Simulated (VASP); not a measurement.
# MgB2 (P6/mmm) in VASP: a series of runs, part 2 of 2

VASP 6.6.1. The steps go on from the part before.

## Step 3: Single point, r2SCAN (9.73 Å³/atom)

This run uses another cell than the first one, of 9.73 Å³/atom.

POSCAR reads:

```
MgB2
1.0
    3.0935271349      0.0000000000      0.0000000000
   -1.5467635675      2.6790730861      0.0000000000
    0.0000000000      0.0000000000      3.5205963917
Mg B
1 2
Direct
    0.0000000000      0.0000000000      0.0000000000
    0.3333333333      0.6666666667      0.5000000000
    0.6666666667      0.3333333333      0.5000000000
```

INCAR.step1 reads:

```
PREC = Accurate
ENCUT = 520
ISMEAR = 0
SIGMA = 0.05
LREAL = F
LASPH = T
NELM = 100
NBANDS = 11
GGA = PE
ALGO = Normal
EDIFF = 1E-4
LWAVE = T
LCHARG = F
```

INCAR.step2 reads:

```
PREC = Accurate
ENCUT = 520
EDIFF = 1E-6
ISMEAR = 0
SIGMA = 0.05
LREAL = F
LASPH = T
NELM = 100
ALGO = Normal
ISIF = 2
LWAVE = F
LCHARG = F
METAGGA = R2SCAN
LMIXTAU = T
NBANDS = 11
ISTART = 1
```

KPOINTS reads:

```
Automatic mesh
0
Gamma
  8 8 6
```

Potentials or basis: VASP PAW PBE potentials, release 64 (Mg, B).

Started as:

```sh
$ cat potpaw_PBE.64/Mg/POTCAR potpaw_PBE.64/B/POTCAR > POTCAR
$ cp INCAR.step1 INCAR
$ mpirun -np 1 vasp_std > vasp.out
$ cp INCAR.step2 INCAR
$ mpirun -np 1 vasp_std > vasp.out
```

OUTCAR:

```text
PREC = Accurate
   ENCUT = 520
   EDIFF = 1E-6
   ISMEAR = 0
   LREAL = F
   LASPH = T
   NELM = 100
   ISIF = 2
   METAGGA = R2SCAN
   ISTART = 1

 ion  position               nearest neighbor table
   1  0.000  0.000  0.000-   2 2.51   3 2.51   2 2.51   3 2.51   3 2.51   3 2.51   2 2.51   2 2.51
                             3 2.51   3 2.51   2 2.51   2 2.51
   2  0.333  0.667  0.500-   3 1.79   3 1.79   3 1.79   1 2.51   1 2.51   1 2.51   1 2.51   1 2.51
                             1 2.51
   3  0.667  0.333  0.500-   2 1.79   2 1.79   2 1.79   1 2.51   1 2.51   1 2.51   1 2.51   1 2.51
                             1 2.51

  LATTYP: Found a hexagonal cell.
 ALAT       =     3.0935271349
 C/A-ratio  =     1.1380525330

  Lattice vectors:

 A1 = (   3.0935271349,   0.0000000000,   0.0000000000)
 A2 = (  -1.5467635675,   2.6790730861,   0.0000000000)
 A3 = (   0.0000000000,   0.0000000000,   3.5205963917)

Analysis of symmetry for initial positions (statically):
=====================================================================
 Subroutine PRICEL returns:
 Original cell was already a primitive cell.

 Routine SETGRP: Setting up the symmetry group for a
 hexagonal supercell.

 Subroutine GETGRP returns: Found 24 space group operations
 (whereof 24 operations were pure point group operations)
 out of a pool of 24 trial point group operations.

The static configuration has the point symmetry D_6h.

Analysis of symmetry for dynamics (positions and initial velocities):
=====================================================================
 Subroutine PRICEL returns:
 Original cell was already a primitive cell.

 Routine SETGRP: Setting up the symmetry group for a
 hexagonal supercell.

 Subroutine GETGRP returns: Found 24 space group operations
 (whereof 24 operations were pure point group operations)
 out of a pool of 24 trial point group operations.

The dynamic configuration has the point symmetry D_6h.

 Subroutine INISYM returns: Found 24 space group operations
 (whereof 24 operations are pure point group operations),
 and found     1 'primitive' translations

----------------------------------------------------------------------------------------

                                     Primitive cell

  volume of cell :      29.1779

  direct lattice vectors                    reciprocal lattice vectors
     3.093527135  0.000000000  0.000000000     0.323255610  0.186631713  0.000000000
    -1.546763567  2.679073086  0.000000000     0.000000000  0.373263427  0.000000000
     0.000000000  0.000000000  3.520596392     0.000000000  0.000000000  0.284042784

  length of vectors
     3.093527135  3.093527135  3.520596392     0.373263427  0.373263427  0.284042784

  position of ions in fractional coordinates (direct lattice)
     0.000000000  0.000000000  0.000000000
     0.333333333  0.666666667  0.500000000
     0.666666667  0.333333333  0.500000000

  ion indices of the primitive-cell ions
   primitive index   ion index
                 1           1
                 2           2
                 3           3

----------------------------------------------------------------------------------------

 KPOINTS: Automatic mesh

Automatic generation of k-mesh.
 Grid dimensions read from file:
 generate k-points for:    8    8    6
[... 47 lines left out ...]
   number of dos      NEDOS =    301   number of ions     NIONS =      3
   total plane-waves  NPLWV =  16128
   dimension x,y,z NGX =    24 NGY =   24 NGZ =   28
   dimension x,y,z NGXF=    48 NGYF=   48 NGZF=   56
   ions per type =               1   2
   NGX,Y,Z   is equivalent  to a cutoff of  12.90, 12.90, 13.22 a.u.
   NGXF,Y,Z  is equivalent  to a cutoff of  25.80, 25.80, 26.44 a.u.
 SYSTEM =  unknown system
   PREC   = accura    normal or accurate (medium, high low for compatibility)
   ISTART =      1    job   : 0-new  1-cont  2-samecut
   ICHARG =      0    charge: 1-file 2-atom 10-const
   ISPIN  =      1    spin polarized calculation?
   LNONCOLLINEAR =      F non collinear calculations
   LSORBIT =      F    spin-orbit coupling
   LASPH  =      T    aspherical Exc in radial PAW
   ENCUT  =  520.0 eV  38.22 Ry    6.18 a.u.   5.75  5.75  6.55*2*pi/ulx,y,z
   NELM   =    100;   NELMIN=  2; NELMDL=  0     # of ELM steps
   EDIFF  = 0.1E-05   stopping-criterion for ELM
   LREAL  =      F    real-space projection
   EDIFFG = 0.1E-04   stopping-criterion for IOM
   NSW    =      0    number of steps for IOM
   IBRION =     -1    ionic relax: 0-MD 1-quasi-New 2-CG
   NFREE  =      0    steps in history (QN), initial steepest desc. (CG)
   ISIF   =      2    stress and relaxation
   ISYM   =      2    0-nonsym 1-usesym 2-fastsym
   POTIM  = 0.5000    time-step for ionic-motion
   TEBEG  =    0.0;   TEEND  =   0.0 temperature during run
   PSTRESS=    0.0 pullay stress
   NELECT =       8.0000    total number of electrons
   NUPDOWN=      -1.0000    fix difference up-down
   EMIN   =  10.00;   EMAX   =-10.00  energy-range for DOS
   EFERMI =   0.00;   METHOD = LEGACY
   ISMEAR =     0;   SIGMA  =   0.05  broadening in eV -4-tet -1-fermi 0-gaus
   EFERMI_NEDOS =   21; number of points for ismear=-14 and -15
   IALGO  =     38    algorithm
   IMIX   =      4    mixing-type and parameters
     AMIX     =   0.40;   BMIX     =  1.00
     AMIX_MAG =   1.60;   BMIX_MAG =  1.00
  volume/ion in A,a.u.               =       9.73        65.63
  Fermi-wavevector in a.u.,A,eV,Ry     =   1.063539  2.009796 15.389745  1.131114
  Thomas-Fermi vector in A             =   2.199027
   LORBIT       =      0    0 simple, 1 ext, 2 COOP (PROOUT), +10 PAW based schemes
   METAGGA = R2SCAN    functional components
   LHFCALC =     F    Hartree Fock is set to
   AEXX    =    0.0000 exact exchange contribution
   IVDW    =     0    specifies the selected vdW correction
   LEPSILON=     F    determine dielectric tensor
   LRPA    =     F    only Hartree local field effects (RPA)
 non-spin polarized calculation
 Gauss-broadening in eV      SIGMA  =   0.05
  energy-cutoff  :      520.00
  volume of cell :       29.18
 maximum number of plane-waves:       806
 NGX is ok and might be reduce to    24
   NGX = 11   NGY = 11   NGZ = 13

 number of electron       8.0000000 magnetization

 Free energy of the ion-electron system (eV)
  ---------------------------------------------------
  ext. energy  EPLUGINS =         0.00000000
  ---------------------------------------------------
  free energy    TOTEN  =       -19.38778020 eV

  energy without entropy =      -19.38615950  energy(sigma->0) =      -19.38696985

 E-fermi :   5.3016     XC(G=0): -11.5086

 val. band max:        5.2823211367   @ k =   0.1250   0.0000   0.3333
 cond. band min:       5.3091943788   @ k =   0.2500   0.2500   0.0000
 fundamental gap:      0.0268732421
 Fermi energy:         5.3015693045

 k-point     1 :       0.0000    0.0000    0.0000
  band No.  band energies     occupation
      1      -7.9319      2.00000
      2       2.1754      2.00000
      3       5.6232      0.00000
      4       5.6232      0.00000
      5       7.2421      0.00000
      6      11.8154      0.00000
      7      11.8154      0.00000
      8      13.6124      0.00000
      9      15.9937      0.00000
     10      18.9651      0.00000
     11      22.4526      0.00000
[... 309 lines left out ...]
 k-point    24 :       0.3750    0.0000    0.3333
  band No.  band energies     occupation
      1      -4.6816      2.00000
      2      -0.4754      2.00000
      3       1.1501      2.00000
      4       3.4321      2.00000
      5       6.4923      0.00000
      6      10.9683      0.00000
      7      15.3630      0.00000
      8      15.6028      0.00000
      9      16.3244      0.00000
     10      19.1231      0.00000
     11      19.4419      0.00000

 [... further k-points ...]

------------------------ aborting loop because EDIFF is reached ----------------------------------------

  FORCE on cell =-STRESS in cart. coord.  units (eV):
  Direction    XX          YY          ZZ          XY          YZ          ZX
  --------------------------------------------------------------------------------------
  -------------------------------------------------------------------------------------
  Total       -0.5810156     -0.5810156     -0.6416111      0.0000000     -0.0000000      0.0000000
  in kB      -31.9038897    -31.9038897    -35.2312252      0.0000000     -0.0000000      0.0000000
  external PRESSURE =     -33.0130015 kB  Pullay stress =       0.0000000 kB

 VOLUME and BASIS-vectors are now :
 -----------------------------------------------------------------------------
  energy-cutoff  :      520.00
  volume of cell :       29.18
      direct lattice vectors                 reciprocal lattice vectors
     3.093527135  0.000000000  0.000000000     0.323255610  0.186631713  0.000000000
    -1.546763567  2.679073086  0.000000000     0.000000000  0.373263427  0.000000000
     0.000000000  0.000000000  3.520596392     0.000000000  0.000000000  0.284042784

 POSITION                                       TOTAL-FORCE (eV/Angst)
 -----------------------------------------------------------------------------------
      0.00000      0.00000      0.00000        -0.000000      0.000000      0.000000
     -0.00000      1.78605      1.76030         0.000000      0.000000      0.000000
      1.54676      0.89302      1.76030        -0.000000      0.000000      0.000000
 -----------------------------------------------------------------------------------
    total drift:                                0.000000     -0.000000      0.000000

  FREE ENERGIE OF THE ION-ELECTRON SYSTEM (eV)
  ---------------------------------------------------
  free  energy   TOTEN  =       -19.3877801980 eV

  energy  without entropy=      -19.3861595045  energy(sigma->0) =      -19.38696985
```

OUTCAR.step1:

```text
PREC = Accurate
   ENCUT = 520
   ISMEAR = 0
   LREAL = F
[... 566 lines left out ...]
      0.00000      0.00000      0.00000        -0.000000      0.000000      0.000000
     -0.00000      1.78605      1.76030         0.000000     -0.000000     -0.000000
      1.54676      0.89302      1.76030        -0.000000      0.000000      0.000000
 -----------------------------------------------------------------------------------
    total drift:                                0.000000     -0.000000      0.000000

  FREE ENERGIE OF THE ION-ELECTRON SYSTEM (eV)
  ---------------------------------------------------
  free  energy   TOTEN  =       -15.3107869583 eV

  energy  without entropy=      -15.3082676998  energy(sigma->0) =      -15.30952733
```

It took 80 s on 1 thread of Intel Xeon 8259CL, shared host; peak memory 0.15 GiB.

Results:

* Free energy: -19.3878 eV
* Pressure: -3.3 GPa
* Band gap on the k mesh: zero (bands 4 and 5 overlap by 2.67 eV)

Levels at points of the mesh, in eV from the Fermi level:
```csv
k point,band 1,band 2,band 3,band 4,band 5,band 6,band 7,band 8,band 9
"(0.00, 0.00, 0.00)",-13.23,-3.13,0.32,0.32,1.94,6.51,6.51,8.31,10.69
"(0.50, 0.00, 0.00)",-9.22,-8.31,-2.37,0.19,3.25,4.03,5.72,7.79,13.46
"(0.00, 0.00, 0.50)",-11.95,-7.77,0.73,0.73,6.84,6.84,8.46,10.20,10.94
"(0.50, 0.00, 0.50)",-8.21,-7.39,-3.80,-2.06,-1.29,5.92,9.39,9.55,14.15
```

Caveat: the cell stands under tension; the PAW data sets were made with another functional, which shifts forces and pressure a little.

## Step 4: Single point, r2SCAN+rVV10

POSCAR reads:

```
MgB2
1.0
    3.0897861850      0.0000000000      0.0000000000
   -1.5448930925      2.6758333285      0.0000000000
    0.0000000000      0.0000000000      3.5120909540
Mg B
1 2
Direct
    0.0000000000      0.0000000000      0.0000000000
    0.3333333333      0.6666666667      0.5000000000
    0.6666666667      0.3333333333      0.5000000000
```

INCAR.step1 reads:

```
ALGO = Normal
EDIFF = 1E-4
ENCUT = 520
GGA = PE
ISMEAR = 0
LASPH = True
LCHARG = False
LREAL = False
LWAVE = True
NBANDS = 11
NELM = 100
PREC = Accurate
SIGMA = 0.05
```

INCAR.step2 reads:

```
ALGO = Normal
BPARAM = 11.95
CPARAM = 0.0093
EDIFF = 1E-6
ENCUT = 520
ISIF = 2
ISMEAR = 0
ISTART = 1
IVDW_NL = 2
LASPH = True
LCHARG = False
LMIXTAU = True
LREAL = False
LUSE_VDW = True
LWAVE = False
METAGGA = R2SCAN
NBANDS = 11
NELM = 100
PREC = Accurate
SIGMA = 0.05
```

KPOINTS reads:

```
k-points
0
Gamma
  8 8 6
```

Potentials or basis: VASP PAW PBE potentials, release 64 (Mg, B).

Started as:

```sh
$ cat potpaw_PBE.64/Mg/POTCAR potpaw_PBE.64/B/POTCAR > POTCAR
$ cp INCAR.step1 INCAR
$ mpirun -np 1 vasp_std > vasp.out
$ cp INCAR.step2 INCAR
$ mpirun -np 1 vasp_std > vasp.out
```

OUTCAR:

```text
BPARAM = 11.95
   EDIFF = 1E-6
   ENCUT = 520
   ISIF = 2
   ISMEAR = 0
   ISTART = 1
   IVDW_NL = 2
   LASPH = True
   LREAL = False
   METAGGA = R2SCAN
   NELM = 100
   PREC = Accurate

 ion  position               nearest neighbor table
   1  0.000  0.000  0.000-   2 2.50   3 2.50   2 2.50   3 2.50   3 2.50   3 2.50   2 2.50   2 2.50
                             3 2.50   3 2.50   2 2.50   2 2.50
   2  0.333  0.667  0.500-   3 1.78   3 1.78   3 1.78   1 2.50   1 2.50   1 2.50   1 2.50   1 2.50
                             1 2.50
   3  0.667  0.333  0.500-   2 1.78   2 1.78   2 1.78   1 2.50   1 2.50   1 2.50   1 2.50   1 2.50
[... 539 lines left out ...]
  Direction    XX          YY          ZZ          XY          YZ          ZX
  --------------------------------------------------------------------------------------
  -------------------------------------------------------------------------------------
  Total       -0.5016265     -0.5016265     -0.6309275     -0.0000000     -0.0000000     -0.0000000
  in kB      -27.6781971    -27.6781971    -34.8126246     -0.0000000     -0.0000000     -0.0000000
  external PRESSURE =     -30.0563396 kB  Pullay stress =       0.0000000 kB

 VOLUME and BASIS-vectors are now :
 -----------------------------------------------------------------------------
  energy-cutoff  :      520.00
  volume of cell :       29.04
      direct lattice vectors                 reciprocal lattice vectors
     3.089786185  0.000000000  0.000000000     0.323646990  0.186857677  0.000000000
    -1.544893092  2.675833328  0.000000000     0.000000000  0.373715354  0.000000000
     0.000000000  0.000000000  3.512090954     0.000000000  0.000000000  0.284730667

 POSITION                                       TOTAL-FORCE (eV/Angst)
 -----------------------------------------------------------------------------------
      0.00000      0.00000      0.00000         0.000000      0.000000      0.000000
     -0.00000      1.78389      1.75605         0.000000      0.000000      0.000000
      1.54489      0.89194      1.75605        -0.000000     -0.000000      0.000000
 -----------------------------------------------------------------------------------
    total drift:                                0.000000     -0.000000      0.000000

  FREE ENERGIE OF THE ION-ELECTRON SYSTEM (eV)
  ---------------------------------------------------
  free  energy   TOTEN  =       -19.2374623124 eV

  energy  without entropy=      -19.2356964678  energy(sigma->0) =      -19.23657939
```

Run time: 2 min. Hardware: 1 thread of Intel Xeon 8259CL, shared host; peak memory 0.23 GiB.

Results:

- Free energy: -19.2375 eV
- Pressure: -3.0 GPa
- Band gap on the k mesh: zero (bands 4 and 5 overlap by 2.70 eV)

Caveat: the cell stands under tension; the PAW data sets were made with another functional, which shifts forces and pressure a little.

## Step 5: Overview

| level | cell | gap on the mesh (eV) | pressure (GPa) |
| --- | --- | --- | --- |
| r2SCAN | a = 3.090, b = 3.090, c = 3.512 Å, angles 90.0, 90.0, 120.0°, 3 atoms | none | -2.6 |
| r2SCAN | a = 3.094, b = 3.094, c = 3.521 Å, angles 90.0, 90.0, 120.0°, 3 atoms | none | -3.3 |
| r2SCAN+rVV10 | a = 3.090, b = 3.090, c = 3.512 Å, angles 90.0, 90.0, 120.0°, 3 atoms | none | -3.0 |

Alike in all rows: task single point; potentials or basis VASP PAW PBE potentials, release 64 (Mg, B); no spin polarisation; k mesh 8 × 8 × 6; cutoff (eV) 520; smearing gaussian 0.05 eV.

Caveats: the PAW data sets were made with another functional, which shifts forces and pressure a little; the cell stands under tension (at least some runs).

Total energies depend on the potentials used, so only differences within one code and one set of settings carry meaning.
